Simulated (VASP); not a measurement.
# Al3Ni2 (P-3m1) in VASP: further runs

Al3Ni2 is run at these levels: r2SCAN; tasks: single point.

All numbers are computed with VASP 6.6.1; they aren't measurements. Logs are shortened: lines on timing, memory, paths and dates and some standing lists are left out, and cuts for length are marked.

## (1) The cell of the first run

The structure is trigonal, space group P-3m1 (No. 164). The conventional cell has a = 3.806 Å, b = 3.806 Å, c = 4.618 Å, α = 90.00°, β = 90.00°, γ = 120.00°. Al (site symmetry -3m) has 6 Ni at 2.30 Å and 6 Al at 2.73 Å within 3.0 Å. Within 3.0 Å of Al (site symmetry 3m) lie 5 Ni at 2.30 to 2.39 Å and 6 Al at 2.59 to 2.73 Å. Ni (site symmetry 3m) has 8 Al at 2.30 to 2.39 Å and 3 Ni at 2.58 Å within 3.0 Å.

## (2) Single point, r2SCAN (strain -0.050 along x and y, -0.050 along z)

File POSCAR:

```
Al3Ni2
1.0
    3.8063852942      0.0000000000      0.0000000000
   -1.9031926471      3.2964263614      0.0000000000
    0.0000000000      0.0000000000      4.6184506801
Al Ni
3 2
Direct
    0.0000000000      0.0000000000      0.0000000000
    0.3333333333      0.6666666667      0.6484376367
    0.6666666667      0.3333333333      0.3515623633
    0.3333333333      0.6666666667      0.1462123372
    0.6666666667      0.3333333333      0.8537876628
```

File INCAR.step1:

```
  PREC = Accurate
  ENCUT = 520
  ISMEAR = 0
  SIGMA = 0.15
  LREAL = F
  LASPH = T
  NELM = 60
  NBANDS = 22
  GGA = PE
  ALGO = Normal
  EDIFF = 1E-4
  LWAVE = T
  LCHARG = F
```

File INCAR.step2:

```
  PREC = Accurate
  ENCUT = 520
  EDIFF = 1E-6
  ISMEAR = 0
  SIGMA = 0.15
  LREAL = F
  LASPH = T
  NELM = 60
  ALGO = Normal
  ISIF = 2
  LWAVE = F
  LCHARG = F
  METAGGA = R2SCAN
  LMIXTAU = T
  NBANDS = 22
  ISTART = 1
```

File KPOINTS:

```
Automatic mesh
0
Gamma
  12 12 10
```

Potentials or basis: VASP PAW PBE potentials, release 64 (Al, Ni).

Command:

```
> cat potpaw_PBE.64/Al/POTCAR potpaw_PBE.64/Ni/POTCAR > POTCAR
> cp INCAR.step1 INCAR
> mpirun -np 1 vasp_std > vasp.out
> cp INCAR.step2 INCAR
> mpirun -np 1 vasp_std > vasp.out
```

OUTCAR:

```text
PREC = Accurate
   ENCUT = 520
   EDIFF = 1E-6
   ISMEAR = 0
   LREAL = F
   LASPH = T
   NELM = 60
   ISIF = 2
   METAGGA = R2SCAN
   ISTART = 1

 ion  position               nearest neighbor table
   1  0.000  0.000  0.000-   4 2.30   5 2.30   5 2.30   4 2.30   5 2.30   4 2.30   2 2.73   3 2.73
                             2 2.73   3 2.73   3 2.73   2 2.73
   2  0.333  0.667  0.648-   4 2.30   4 2.32   5 2.39   5 2.39   5 2.39   3 2.59   3 2.59   3 2.59
                             1 2.73   1 2.73   1 2.73
   3  0.667  0.333  0.352-   5 2.30   5 2.32   4 2.39   4 2.39   4 2.39   2 2.59   2 2.59   2 2.59
                             1 2.73   1 2.73   1 2.73
   4  0.333  0.667  0.146-   2 2.30   1 2.30   1 2.30   1 2.30   2 2.32   3 2.39   3 2.39   3 2.39
                             5 2.58   5 2.58   5 2.58
   5  0.667  0.333  0.854-   3 2.30   1 2.30   1 2.30   1 2.30   3 2.32   2 2.39   2 2.39   2 2.39
                             4 2.58   4 2.58   4 2.58

  LATTYP: Found a hexagonal cell.
 ALAT       =     3.8063852942
 C/A-ratio  =     1.2133429286

  Lattice vectors:

 A1 = (   3.8063852942,   0.0000000000,   0.0000000000)
 A2 = (  -1.9031926471,   3.2964263614,   0.0000000000)
 A3 = (   0.0000000000,   0.0000000000,   4.6184506801)

Analysis of symmetry for initial positions (statically):
=====================================================================
 Subroutine PRICEL returns:
 Original cell was already a primitive cell.

 Routine SETGRP: Setting up the symmetry group for a
 hexagonal supercell.

 Subroutine GETGRP returns: Found 12 space group operations
 (whereof 12 operations were pure point group operations)
 out of a pool of 24 trial point group operations.

The static configuration has the point symmetry D_3d.

Analysis of symmetry for dynamics (positions and initial velocities):
=====================================================================
 Subroutine PRICEL returns:
 Original cell was already a primitive cell.

 Routine SETGRP: Setting up the symmetry group for a
 hexagonal supercell.

 Subroutine GETGRP returns: Found 12 space group operations
 (whereof 12 operations were pure point group operations)
 out of a pool of 24 trial point group operations.

The dynamic configuration has the point symmetry D_3d.

 Subroutine INISYM returns: Found 12 space group operations
 (whereof 12 operations are pure point group operations),
 and found     1 'primitive' translations

----------------------------------------------------------------------------------------

                                     Primitive cell

  volume of cell :      57.9499

  direct lattice vectors                    reciprocal lattice vectors
     3.806385294  0.000000000  0.000000000     0.262716442  0.151679408  0.000000000
    -1.903192647  3.296426361  0.000000000     0.000000000  0.303358817  0.000000000
     0.000000000  0.000000000  4.618450680     0.000000000  0.000000000  0.216522828

  length of vectors
     3.806385294  3.806385294  4.618450680     0.303358817  0.303358817  0.216522828

  position of ions in fractional coordinates (direct lattice)
     0.000000000  0.000000000  0.000000000
     0.333333333  0.666666667  0.648437637
     0.666666667  0.333333333  0.351562363
     0.333333333  0.666666667  0.146212337
     0.666666667  0.333333333  0.853787663

  ion indices of the primitive-cell ions
   primitive index   ion index
                 1           1
                 2           2
                 3           3
                 4           4
                 5           5

----------------------------------------------------------------------------------------

 KPOINTS: Automatic mesh

Automatic generation of k-mesh.
 Grid dimensions read from file:
 generate k-points for:   12   12   10

 Generating k-lattice:

  Cartesian coordinates                     Fractional coordinates (reciprocal lattice)
     0.021893037  0.012639951  0.000000000     0.083333333  0.000000000  0.000000000
     0.000000000  0.025279901  0.000000000     0.000000000  0.083333333  0.000000000
     0.000000000  0.000000000  0.021652283     0.000000000  0.000000000  0.100000000

  Length of vectors
     0.025279901  0.025279901  0.021652283

  Shift w.r.t. Gamma in fractional coordinates (k-lattice)
     0.000000000  0.000000000  0.000000000

 Subroutine IBZKPT returns following result:
 ===========================================

 Found    162 irreducible k-points:

 Following reciprocal coordinates:
            Coordinates               Weight
  0.000000  0.000000  0.000000      1.000000
  0.083333 -0.000000  0.000000      6.000000
  0.166667 -0.000000  0.000000      6.000000
  0.250000 -0.000000  0.000000      6.000000
  0.333333 -0.000000  0.000000      6.000000
  0.416667 -0.000000  0.000000      6.000000
[... 16 lines left out ...]
  0.166667 -0.000000  0.100000      6.000000
  0.000000  0.166667  0.100000      6.000000
 [... further k-points ...]
   k-points           NKPTS =    162   k-points in BZ     NKDIM =    162   number of bands    NBANDS=     22
   number of dos      NEDOS =    301   number of ions     NIONS =      5
   total plane-waves  NPLWV =  28224
   dimension x,y,z NGX =    28 NGY =   28 NGZ =   36
   dimension x,y,z NGXF=    56 NGYF=   56 NGZF=   72
   ions per type =               3   2
   NGX,Y,Z   is equivalent  to a cutoff of  12.23, 12.23, 12.96 a.u.
   NGXF,Y,Z  is equivalent  to a cutoff of  24.46, 24.46, 25.92 a.u.
 SYSTEM =  unknown system
   PREC   = accura    normal or accurate (medium, high low for compatibility)
   ISTART =      1    job   : 0-new  1-cont  2-samecut
   ICHARG =      0    charge: 1-file 2-atom 10-const
   ISPIN  =      1    spin polarized calculation?
   LNONCOLLINEAR =      F non collinear calculations
   LSORBIT =      F    spin-orbit coupling
   LASPH  =      T    aspherical Exc in radial PAW
   ENCUT  =  520.0 eV  38.22 Ry    6.18 a.u.   7.08  7.08  8.59*2*pi/ulx,y,z
   NELM   =     60;   NELMIN=  2; NELMDL=  0     # of ELM steps
   EDIFF  = 0.1E-05   stopping-criterion for ELM
   LREAL  =      F    real-space projection
   EDIFFG = 0.1E-04   stopping-criterion for IOM
   NSW    =      0    number of steps for IOM
   IBRION =     -1    ionic relax: 0-MD 1-quasi-New 2-CG
   NFREE  =      0    steps in history (QN), initial steepest desc. (CG)
   ISIF   =      2    stress and relaxation
   ISYM   =      2    0-nonsym 1-usesym 2-fastsym
   POTIM  = 0.5000    time-step for ionic-motion
   TEBEG  =    0.0;   TEEND  =   0.0 temperature during run
   PSTRESS=    0.0 pullay stress
   NELECT =      29.0000    total number of electrons
   NUPDOWN=      -1.0000    fix difference up-down
   EMIN   =  10.00;   EMAX   =-10.00  energy-range for DOS
   EFERMI =   0.00;   METHOD = LEGACY
   ISMEAR =     0;   SIGMA  =   0.15  broadening in eV -4-tet -1-fermi 0-gaus
   EFERMI_NEDOS =   21; number of points for ismear=-14 and -15
   IALGO  =     38    algorithm
   IMIX   =      4    mixing-type and parameters
     AMIX     =   0.40;   BMIX     =  1.00
     AMIX_MAG =   1.60;   BMIX_MAG =  1.00
  volume/ion in A,a.u.               =      11.59        78.21
  Fermi-wavevector in a.u.,A,eV,Ry     =   1.299741  2.456154 22.984671  1.689326
  Thomas-Fermi vector in A             =   2.430985
   LORBIT       =      0    0 simple, 1 ext, 2 COOP (PROOUT), +10 PAW based schemes
   METAGGA = R2SCAN    functional components
   LHFCALC =     F    Hartree Fock is set to
   AEXX    =    0.0000 exact exchange contribution
   IVDW    =     0    specifies the selected vdW correction
   LEPSILON=     F    determine dielectric tensor
   LRPA    =     F    only Hartree local field effects (RPA)
 non-spin polarized calculation
 Gauss-broadening in eV      SIGMA  =   0.15
  energy-cutoff  :      520.00
  volume of cell :       57.95
 maximum number of plane-waves:      1581
   NGX = 15   NGY = 15   NGZ = 17

 number of electron      28.9999994 magnetization

 Free energy of the ion-electron system (eV)
  ---------------------------------------------------
  ext. energy  EPLUGINS =         0.00000000
  ---------------------------------------------------
  free energy    TOTEN  =       -46.55018996 eV

  energy without entropy =      -46.53759463  energy(sigma->0) =      -46.54389230

 E-fermi :  10.3618     XC(G=0): -12.8135

 val. band max:       10.3601808923   @ k =   0.1667   0.1667   0.2000
 cond. band min:      10.3635822984   @ k =   0.0833   0.0833   0.0000
 fundamental gap:      0.0034014061
 Fermi energy:        10.3617672075

 k-point     1 :       0.0000    0.0000    0.0000
  band No.  band energies     occupation
      1      -1.7977      2.00000
      2       4.2113      2.00000
      3       4.8482      2.00000
      4       5.8956      2.00000
      5       5.8956      2.00000
      6       6.5657      2.00000
[... 14 lines left out ...]
     21      18.7424      0.00000
     22      18.7452      0.00000

 k-point     2 :       0.0833   -0.0000    0.0000
  band No.  band energies     occupation
      1      -1.6957      2.00000
      2       4.2719      2.00000
      3       4.8777      2.00000
      4       5.8636      2.00000
      5       5.9398      2.00000
      6       6.5186      2.00000
[... 14 lines left out ...]
     21      17.9993      0.00000
     22      18.0387      0.00000

 k-point     3 :       0.1667   -0.0000    0.0000
  band No.  band energies     occupation
      1      -1.3914      2.00000
      2       4.4373      2.00000
      3       4.9242      2.00000
      4       5.7562      2.00000
      5       6.0699      2.00000
      6       6.3803      2.00000
[... 14 lines left out ...]
     21      17.9389      0.00000
     22      17.9694      0.00000

 k-point     4 :       0.2500   -0.0000    0.0000
  band No.  band energies     occupation
      1      -0.8904      2.00000
      2       4.6030      2.00000
      3       4.7887      2.00000
      4       5.5823      2.00000
      5       6.2737      2.00000
      6       6.2764      2.00000
[... 14 lines left out ...]
     21      17.8329      0.00000
     22      18.4742      0.00000

 k-point     5 :       0.3333   -0.0000    0.0000
  band No.  band energies     occupation
      1      -0.2037      2.00000
      2       3.9174      2.00000
      3       4.8315      2.00000
      4       5.6310      2.00000
      5       6.3586      2.00000
      6       6.5269      2.00000
[... 14 lines left out ...]
     21      18.3892      0.00000
     22      18.8776      0.00000

 k-point     6 :       0.4167   -0.0000    0.0000
  band No.  band energies     occupation
      1       0.6451      2.00000
      2       2.8390      2.00000
      3       4.8644      2.00000
      4       5.8368      2.00000
      5       6.4944      2.00000
      6       6.7126      2.00000
[... 14 lines left out ...]
     21      18.3277      0.00000
     22      18.6612      0.00000

 k-point     7 :       0.5000   -0.0000    0.0000
  band No.  band energies     occupation
      1       1.4182      2.00000
      2       1.9680      2.00000
      3       4.8635      2.00000
      4       5.9453      2.00000
      5       6.5400      2.00000
      6       6.7617      2.00000
[... 324 lines left out ...]
      6       6.5547      2.00000
[... 14 lines left out ...]
     21      17.8704      0.00000
     22      18.2358      0.00000

 k-point    21 :       0.0833   -0.0000    0.1000
  band No.  band energies     occupation
      1      -1.6236      2.00000
      2       3.6909      2.00000
      3       5.2239      2.00000
      4       5.8549      2.00000
      5       5.9372      2.00000
      6       6.5093      2.00000
[... 14 lines left out ...]
     21      17.3838      0.00000
     22      18.4767      0.00000

 k-point    22 :       0.0000    0.0833    0.1000
  band No.  band energies     occupation
      1      -1.6236      2.00000
      2       3.6922      2.00000
      3       5.2252      2.00000
      4       5.8669      2.00000
      5       5.9212      2.00000
      6       6.5193      2.00000
[... 14 lines left out ...]
     21      17.2626      0.00000
     22      17.8081      0.00000

 k-point    23 :       0.1667   -0.0000    0.1000
  band No.  band energies     occupation
      1      -1.3196      2.00000
      2       3.8928      2.00000
      3       5.1577      2.00000
      4       5.8181      2.00000
      5       6.0722      2.00000
      6       6.3801      2.00000
[... 14 lines left out ...]
     21      17.9462      0.00000
     22      18.7437      0.00000

 k-point    24 :       0.0000    0.1667    0.1000
  band No.  band energies     occupation
      1      -1.3198      2.00000
      2       3.9039      2.00000
      3       5.2041      2.00000
      4       5.7374      2.00000
      5       6.0436      2.00000
      6       6.4331      2.00000
[... 14 lines left out ...]
     21      17.9582      0.00000
     22      18.3734      0.00000

 [... further k-points ...]
[... 5 lines left out ...]
  --------------------------------------------------------------------------------------
  -------------------------------------------------------------------------------------
  Total       10.8582496     10.8582496     11.6300906      0.0000000      0.0000000      0.0000000
  in kB      300.2050331    300.2050331    321.5446193      0.0000000      0.0000000      0.0000000
  external PRESSURE =     307.3182285 kB  Pullay stress =       0.0000000 kB

 VOLUME and BASIS-vectors are now :
 -----------------------------------------------------------------------------
  energy-cutoff  :      520.00
  volume of cell :       57.95
      direct lattice vectors                 reciprocal lattice vectors
     3.806385294  0.000000000  0.000000000     0.262716442  0.151679408  0.000000000
    -1.903192647  3.296426361  0.000000000     0.000000000  0.303358817  0.000000000
     0.000000000  0.000000000  4.618450680     0.000000000  0.000000000  0.216522828

 POSITION                                       TOTAL-FORCE (eV/Angst)
 -----------------------------------------------------------------------------------
      0.00000      0.00000      0.00000         0.000000      0.000000     -0.000000
     -0.00000      2.19762      2.99478        -0.000000      0.000000     -0.331118
      1.90319      1.09881      1.62367         0.000000     -0.000000      0.331118
     -0.00000      2.19762      0.67527        -0.000000      0.000000      0.291937
      1.90319      1.09881      3.94318        -0.000000      0.000000     -0.291937
 -----------------------------------------------------------------------------------
    total drift:                                0.000000     -0.000000     -0.000000

  FREE ENERGIE OF THE ION-ELECTRON SYSTEM (eV)
  ---------------------------------------------------
  free  energy   TOTEN  =       -46.5501899614 eV

  energy  without entropy=      -46.5375946346  energy(sigma->0) =      -46.54389230
```

Wall time 4.3 min (1 thread of Intel Xeon 6975P-C (Granite Rapids), shared host); peak memory 0.3 GiB.

What came out:

```yaml
Free_energy: -46.5502 eV
Pressure: 30.7 GPa
Largest_force: 0.331 eV/Å
```

Forces in eV/Å, atoms in the order of the input:
```
Al   0.000  0.000  0.000
Al   0.000  0.000 -0.331
Al   0.000  0.000  0.331
Ni   0.000  0.000  0.292
Ni   0.000  0.000 -0.292
```

Caveat: the cell differs from its parent crystal (strain -0.050 along x and y, -0.050 along z); the PAW data sets were made with another functional, which shifts forces and pressure a little. Spin polarisation is off, so any magnetic state and its effect on volume and gap are missing.

(Continued in part 2 of 2.)
